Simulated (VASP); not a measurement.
# BP (F-43m) in VASP: further runs

BP is run at these levels: PBE; tasks: single point.

Program: VASP 6.6.1. These are calculated values, not measurements. Logs are shortened: lines on timing, memory, paths and dates and some standing lists are left out, and cuts for length are marked.

## Step 1: The cell of the first run

Symmetry: F-43m, No. 216, cubic system. Conventional cell: a = 4.538 Å, b = 4.538 Å, c = 4.538 Å, α = 90.00°, β = 90.00°, γ = 90.00°. B (site symmetry -43m) has 4 P at 1.97 Å within 2.6 Å. P (site symmetry -43m) has 4 B at 1.97 Å within 2.6 Å.

## Step 2: Single point, PBE

Input file INCAR:

```
  ALGO = Normal
  EDIFF = 1E-6
  ENCUT = 520
  GGA = PE
  ISIF = 2
  ISMEAR = 0
  LASPH = T
  LCHARG = F
  LREAL = F
  LWAVE = F
  NBANDS = 11
  NELM = 60
  PREC = Accurate
  SIGMA = 0.01
```

Input file KPOINTS:

```
k-points
0
Gamma
  8 8 8
```

Input file POSCAR:

```
BP
1.0
    0.0000000000      2.2690000000      2.2690000000
    2.2690000000      0.0000000000      2.2690000000
    2.2690000000      2.2690000000      0.0000000000
B P
1 1
Direct
    0.0000000000      0.0000000000      0.0000000000
    0.2500000000      0.2500000000      0.2500000000
```

Potentials or basis: VASP PAW PBE potentials, release 64 (B, P).

The run is started by

```sh
> cat potpaw_PBE.64/B/POTCAR potpaw_PBE.64/P/POTCAR > POTCAR
> mpirun -np 1 vasp_std > vasp.out
```

OUTCAR:

```text
EDIFF = 1E-6
   ENCUT = 520
   GGA = PE
   ISIF = 2
   ISMEAR = 0
   LASPH = T
   LREAL = F
   NELM = 60
   PREC = Accurate

 ion  position               nearest neighbor table
   1  0.000  0.000  0.000-   2 1.97   2 1.97   2 1.97   2 1.97
   2  0.250  0.250  0.250-   1 1.97   1 1.97   1 1.97   1 1.97

  LATTYP: Found a face centered cubic cell.
 ALAT       =     4.5380000000

  Lattice vectors:

 A1 = (   0.0000000000,   2.2690000000,   2.2690000000)
 A2 = (   2.2690000000,   0.0000000000,   2.2690000000)
 A3 = (   2.2690000000,   2.2690000000,   0.0000000000)

Analysis of symmetry for initial positions (statically):
=====================================================================
 Subroutine PRICEL returns:
 Original cell was already a primitive cell.

 Routine SETGRP: Setting up the symmetry group for a
 face centered cubic supercell.

 Subroutine GETGRP returns: Found 24 space group operations
 (whereof 24 operations were pure point group operations)
 out of a pool of 48 trial point group operations.

The static configuration has the point symmetry T_d .

Analysis of symmetry for dynamics (positions and initial velocities):
=====================================================================
 Subroutine PRICEL returns:
 Original cell was already a primitive cell.

 Routine SETGRP: Setting up the symmetry group for a
 face centered cubic supercell.

 Subroutine GETGRP returns: Found 24 space group operations
 (whereof 24 operations were pure point group operations)
 out of a pool of 48 trial point group operations.

The dynamic configuration has the point symmetry T_d .

 Subroutine INISYM returns: Found 24 space group operations
 (whereof 24 operations are pure point group operations),
 and found     1 'primitive' translations

----------------------------------------------------------------------------------------

                                     Primitive cell

  volume of cell :      23.3633

  direct lattice vectors                    reciprocal lattice vectors
     0.000000000  2.269000000  2.269000000    -0.220361393  0.220361393  0.220361393
     2.269000000  0.000000000  2.269000000     0.220361393 -0.220361393  0.220361393
     2.269000000  2.269000000  0.000000000     0.220361393  0.220361393 -0.220361393

  length of vectors
     3.208850573  3.208850573  3.208850573     0.381677128  0.381677128  0.381677128

  position of ions in fractional coordinates (direct lattice)
     0.000000000  0.000000000  0.000000000
     0.250000000  0.250000000  0.250000000

  ion indices of the primitive-cell ions
   primitive index   ion index
                 1           1
                 2           2

----------------------------------------------------------------------------------------

 KPOINTS: k-points

Automatic generation of k-mesh.
 Grid dimensions read from file:
 generate k-points for:    8    8    8

 Generating k-lattice:

  Cartesian coordinates                     Fractional coordinates (reciprocal lattice)
    -0.027545174  0.027545174  0.027545174     0.125000000  0.000000000  0.000000000
     0.027545174 -0.027545174  0.027545174     0.000000000  0.125000000  0.000000000
     0.027545174  0.027545174 -0.027545174     0.000000000  0.000000000  0.125000000

  Length of vectors
     0.047709641  0.047709641  0.047709641

  Shift w.r.t. Gamma in fractional coordinates (k-lattice)
     0.000000000  0.000000000  0.000000000

 Subroutine IBZKPT returns following result:
 ===========================================

 Found     29 irreducible k-points:

 Following reciprocal coordinates:
            Coordinates               Weight
  0.000000  0.000000  0.000000      1.000000
  0.125000  0.000000  0.000000      8.000000
  0.250000  0.000000  0.000000      8.000000
  0.375000  0.000000  0.000000      8.000000
  0.500000  0.000000  0.000000      4.000000
  0.125000  0.125000  0.000000      6.000000
[... 16 lines left out ...]
  0.500000  0.250000  0.125000     48.000000
 -0.375000  0.250000  0.125000     24.000000
 [... further k-points ...]
   k-points           NKPTS =     29   k-points in BZ     NKDIM =     29   number of bands    NBANDS=     11
   number of dos      NEDOS =    301   number of ions     NIONS =      2
   total plane-waves  NPLWV =  13824
   dimension x,y,z NGX =    24 NGY =   24 NGZ =   24
   dimension x,y,z NGXF=    48 NGYF=   48 NGZF=   48
   ions per type =               1   1
   NGX,Y,Z   is equivalent  to a cutoff of  12.43, 12.43, 12.43 a.u.
   NGXF,Y,Z  is equivalent  to a cutoff of  24.87, 24.87, 24.87 a.u.
 SYSTEM =  unknown system
   PREC   = accura    normal or accurate (medium, high low for compatibility)
   ISTART =      0    job   : 0-new  1-cont  2-samecut
   ICHARG =      2    charge: 1-file 2-atom 10-const
   ISPIN  =      1    spin polarized calculation?
   LNONCOLLINEAR =      F non collinear calculations
   LSORBIT =      F    spin-orbit coupling
   LASPH  =      T    aspherical Exc in radial PAW
   ENCUT  =  520.0 eV  38.22 Ry    6.18 a.u.   5.97  5.97  5.97*2*pi/ulx,y,z
   NELM   =     60;   NELMIN=  2; NELMDL= -5     # of ELM steps
   EDIFF  = 0.1E-05   stopping-criterion for ELM
   LREAL  =      F    real-space projection
   EDIFFG = 0.1E-04   stopping-criterion for IOM
   NSW    =      0    number of steps for IOM
   IBRION =     -1    ionic relax: 0-MD 1-quasi-New 2-CG
   NFREE  =      0    steps in history (QN), initial steepest desc. (CG)
   ISIF   =      2    stress and relaxation
   ISYM   =      2    0-nonsym 1-usesym 2-fastsym
   POTIM  = 0.5000    time-step for ionic-motion
   TEBEG  =    0.0;   TEEND  =   0.0 temperature during run
   PSTRESS=    0.0 pullay stress
   NELECT =       8.0000    total number of electrons
   NUPDOWN=      -1.0000    fix difference up-down
   EMIN   =  10.00;   EMAX   =-10.00  energy-range for DOS
   EFERMI =   0.00;   METHOD = LEGACY
   ISMEAR =     0;   SIGMA  =   0.01  broadening in eV -4-tet -1-fermi 0-gaus
   EFERMI_NEDOS =   21; number of points for ismear=-14 and -15
   IALGO  =     38    algorithm
   IMIX   =      4    mixing-type and parameters
     AMIX     =   0.40;   BMIX     =  1.00
     AMIX_MAG =   1.60;   BMIX_MAG =  1.00
  volume/ion in A,a.u.               =      11.68        78.83
  Fermi-wavevector in a.u.,A,eV,Ry     =   1.145320  2.164342 17.847562  1.311759
  Thomas-Fermi vector in A             =   2.282009
   LORBIT       =      0    0 simple, 1 ext, 2 COOP (PROOUT), +10 PAW based schemes
   GGA     = PE    functional components
   LHFCALC =     F    Hartree Fock is set to
   AEXX    =    0.0000 exact exchange contribution
   IVDW    =     0    specifies the selected vdW correction
   LEPSILON=     F    determine dielectric tensor
   LRPA    =     F    only Hartree local field effects (RPA)
 non-spin polarized calculation
 Gauss-broadening in eV      SIGMA  =   0.01
  energy-cutoff  :      520.00
  volume of cell :       23.36
 maximum number of plane-waves:       638
   NGX = 11   NGY = 11   NGZ = 11

 number of electron       8.0000000 magnetization

 Free energy of the ion-electron system (eV)
  ---------------------------------------------------
  ext. energy  EPLUGINS =         0.00000000
  ---------------------------------------------------
  free energy    TOTEN  =       -12.92861564 eV

  energy without entropy =      -12.92861564  energy(sigma->0) =      -12.92861564

 E-fermi :   7.5722     XC(G=0): -10.9068

 val. band max:        7.4338318241   @ k =   0.0000   0.0000   0.0000
 cond. band min:       8.7027892718   @ k =   0.3750   0.3750   0.0000
 fundamental gap:      1.2689574478
 Fermi energy:         7.5721641850

 k-point     1 :       0.0000    0.0000    0.0000
  band No.  band energies     occupation
      1      -8.0269      2.00000
      2       7.4338      2.00000
      3       7.4338      2.00000
      4       7.4338      2.00000
      5      10.8341      0.00000
      6      10.8341      0.00000
      7      10.8341      0.00000
      8      14.8081      0.00000
      9      18.9463      0.00000
     10      19.5619      0.00000
     11      19.5619      0.00000

 k-point     2 :       0.1250    0.0000    0.0000
  band No.  band energies     occupation
      1      -7.7458      2.00000
      2       5.5790      2.00000
      3       7.0056      2.00000
      4       7.0056      2.00000
      5      11.3687      0.00000
      6      11.4262      0.00000
      7      11.4262      0.00000
      8      15.5954      0.00000
      9      18.6547      0.00000
     10      18.6547      0.00000
     11      19.7807      0.00000

 k-point     3 :       0.2500    0.0000    0.0000
  band No.  band energies     occupation
      1      -6.9214      2.00000
      2       2.5874      2.00000
      3       6.3165      2.00000
      4       6.3165      2.00000
      5      11.4358      0.00000
      6      12.1967      0.00000
      7      12.1967      0.00000
      8      17.0435      0.00000
      9      18.3967      0.00000
     10      18.3967      0.00000
     11      20.4777      0.00000

 k-point     4 :       0.3750    0.0000    0.0000
  band No.  band energies     occupation
      1      -5.6598      2.00000
      2      -0.1376      2.00000
      3       5.8395      2.00000
      4       5.8395      2.00000
      5      11.2838      0.00000
      6      12.2533      0.00000
      7      12.2533      0.00000
      8      17.5973      0.00000
      9      20.0567      0.00000
     10      20.0567      0.00000
     11      21.2607      0.00000
[... 239 lines left out ...]
 k-point    22 :       0.3750    0.2500    0.1250
  band No.  band energies     occupation
      1      -6.1981      2.00000
      2       2.5000      2.00000
      3       3.6389      2.00000
      4       5.4560      2.00000
      5      10.8944      0.00000
      6      13.4392      0.00000
      7      13.6448      0.00000
      8      14.9566      0.00000
      9      19.0286      0.00000
     10      21.3273      0.00000
     11      23.0491      0.00000

 k-point    23 :       0.5000    0.2500    0.1250
  band No.  band energies     occupation
      1      -4.9675      2.00000
      2       0.3339      2.00000
      3       2.9864      2.00000
      4       4.6865      2.00000
      5      11.5395      0.00000
      6      12.9062      0.00000
      7      14.7592      0.00000
      8      15.7729      0.00000
      9      19.8529      0.00000
     10      20.8404      0.00000
     11      24.5066      0.00000

 k-point    24 :      -0.3750    0.2500    0.1250
  band No.  band energies     occupation
      1      -4.0447      2.00000
      2      -1.0147      2.00000
      3       2.9068      2.00000
      4       4.3178      2.00000
      5      11.6256      0.00000
      6      12.6323      0.00000
      7      15.7428      0.00000
      8      17.2234      0.00000
      9      17.8882      0.00000
     10      21.8536      0.00000
     11      24.2855      0.00000

 [... further k-points ...]
[... 5 lines left out ...]
  --------------------------------------------------------------------------------------
  -------------------------------------------------------------------------------------
  Total        0.1319832      0.1319832      0.1319832      0.0000000     -0.0000000     -0.0000000
  in kB        9.0509839      9.0509839      9.0509839      0.0000000     -0.0000000     -0.0000000
  external PRESSURE =       9.0509839 kB  Pullay stress =       0.0000000 kB

 VOLUME and BASIS-vectors are now :
 -----------------------------------------------------------------------------
  energy-cutoff  :      520.00
  volume of cell :       23.36
      direct lattice vectors                 reciprocal lattice vectors
     0.000000000  2.269000000  2.269000000    -0.220361393  0.220361393  0.220361393
     2.269000000  0.000000000  2.269000000     0.220361393 -0.220361393  0.220361393
     2.269000000  2.269000000  0.000000000     0.220361393  0.220361393 -0.220361393

 POSITION                                       TOTAL-FORCE (eV/Angst)
 -----------------------------------------------------------------------------------
      0.00000      0.00000      0.00000         0.000000      0.000000      0.000000
      1.13450      1.13450      1.13450        -0.000000     -0.000000     -0.000000
 -----------------------------------------------------------------------------------
    total drift:                                0.000000      0.000000      0.000000

  FREE ENERGIE OF THE ION-ELECTRON SYSTEM (eV)
  ---------------------------------------------------
  free  energy   TOTEN  =       -12.9286156389 eV

  energy  without entropy=      -12.9286156389  energy(sigma->0) =      -12.92861564
```

Wall time 3.1 s (1 thread of AMD EPYC 9R45 (Zen 5), shared host); peak memory 0.1 GiB.

What came out:

* Free energy: -12.9286 eV
* Pressure: 0.9 GPa
* Band gap on the k mesh: 1.27 eV, indirect (least direct gap 3.40 eV)

A k mesh can miss the band edges.

## Step 3: Single point, PBE

This run uses another cell than the first one, of 11.92 Å³/atom, 1.020 times its volume.

Input file INCAR:

```
SYSTEM = BP
PREC     = Accurate       ! precision mode
ENCUT    = 520            ! plane-wave cutoff, eV
EDIFF    = 1E-7           ! SCF threshold, eV
ISMEAR   = 0              ! smearing method
SIGMA    = 0.01           ! smearing width, eV
LREAL    = .False.        ! projectors in reciprocal space
LASPH    = .True.         ! aspherical terms in the spheres
NELM     = 60             ! most SCF steps
ALGO     = Normal         ! electronic algorithm
ISIF     = 2              ! what is computed and relaxed
LWAVE    = .False.        ! write WAVECAR
LCHARG   = .False.        ! write CHGCAR
GGA      = PE             ! functional
NBANDS   = 11             ! bands
```

Input file KPOINTS:

```
regular mesh
0
Gamma
  8 8 8
  0 0 0
```

Input file POSCAR:

```
BP
1.0
    0.0000000000      2.2840269280      2.2840269280
    2.2840269280      0.0000000000      2.2840269280
    2.2840269280      2.2840269280      0.0000000000
B P
1 1
Direct
    0.0000000000      0.0000000000      0.0000000000
    0.2500000000      0.2500000000      0.2500000000
```

Potentials or basis: VASP PAW PBE potentials, release 64 (B, P).

The run is started by

```sh
> cat potpaw_PBE.64/B/POTCAR potpaw_PBE.64/P/POTCAR > POTCAR
> mpirun -np 1 vasp_std > vasp.out
```

OUTCAR:

```text
SYSTEM = BP
   PREC = Accurate
   ENCUT = 520
   EDIFF = 1E-7
   ISMEAR = 0
   LREAL = .False.
   LASPH = .True.
   NELM = 60
   ISIF = 2
   GGA = PE

 ion  position               nearest neighbor table
   1  0.000  0.000  0.000-   2 1.98   2 1.98   2 1.98   2 1.98
   2  0.250  0.250  0.250-   1 1.98   1 1.98   1 1.98   1 1.98

  LATTYP: Found a face centered cubic cell.
 ALAT       =     4.5680538560

  Lattice vectors:

 A1 = (   0.0000000000,   2.2840269280,   2.2840269280)
 A2 = (   2.2840269280,   0.0000000000,   2.2840269280)
 A3 = (   2.2840269280,   2.2840269280,   0.0000000000)
[... 512 lines left out ...]
      7      15.3830      0.00000
      8      16.8660      0.00000
      9      17.5699      0.00000
     10      21.4875      0.00000
     11      23.8986      0.00000

 [... further k-points ...]
[... 5 lines left out ...]
  --------------------------------------------------------------------------------------
  -------------------------------------------------------------------------------------
  Total       -0.3334275     -0.3334275     -0.3334275     -0.0000000      0.0000000     -0.0000000
  in kB      -22.4170462    -22.4170462    -22.4170462     -0.0000000      0.0000000     -0.0000000
  external PRESSURE =     -22.4170462 kB  Pullay stress =       0.0000000 kB

 VOLUME and BASIS-vectors are now :
 -----------------------------------------------------------------------------
  energy-cutoff  :      520.00
  volume of cell :       23.83
      direct lattice vectors                 reciprocal lattice vectors
     0.000000000  2.284026928  2.284026928    -0.218911605  0.218911605  0.218911605
     2.284026928  0.000000000  2.284026928     0.218911605 -0.218911605  0.218911605
     2.284026928  2.284026928  0.000000000     0.218911605  0.218911605 -0.218911605

 POSITION                                       TOTAL-FORCE (eV/Angst)
 -----------------------------------------------------------------------------------
      0.00000      0.00000      0.00000        -0.000000     -0.000000     -0.000000
      1.14201      1.14201      1.14201         0.000000      0.000000      0.000000
 -----------------------------------------------------------------------------------
    total drift:                                0.000000      0.000000      0.000000

  FREE ENERGIE OF THE ION-ELECTRON SYSTEM (eV)
  ---------------------------------------------------
  free  energy   TOTEN  =       -12.9268111738 eV

  energy  without entropy=      -12.9268111738  energy(sigma->0) =      -12.92681117
```

Run time: 3.4 s. Hardware: 1 thread of AMD EPYC 9R45 (Zen 5), shared host; peak memory 0.1 GiB.

What came out:

| Property | Result |
| --- | --- |
| Free energy | -12.9268 eV |
| Pressure | -2.2 GPa |
| Band gap on the k mesh | 1.29 eV, indirect (least direct gap 3.37 eV) |

Levels at points of the mesh, in eV from the valence-band top:
| k point | band 2 | band 3 | band 4 | band 5 | band 6 | band 7 |
| --- | --- | --- | --- | --- | --- | --- |
| (0.00, 0.00, 0.00) | 0.00 | 0.00 | 0.00 | 3.37 | 3.37 | 3.37 |
| (0.50, 0.00, 0.00) | -8.89 | -1.73 | -1.73 | 3.66 | 4.70 | 4.70 |
| (0.50, 0.50, 0.00) | -8.48 | -4.04 | -4.04 | 1.37 | 1.68 | 11.94 |

A k mesh can miss the band edges. As with any semilocal functional, this PBE gap is likely too small.
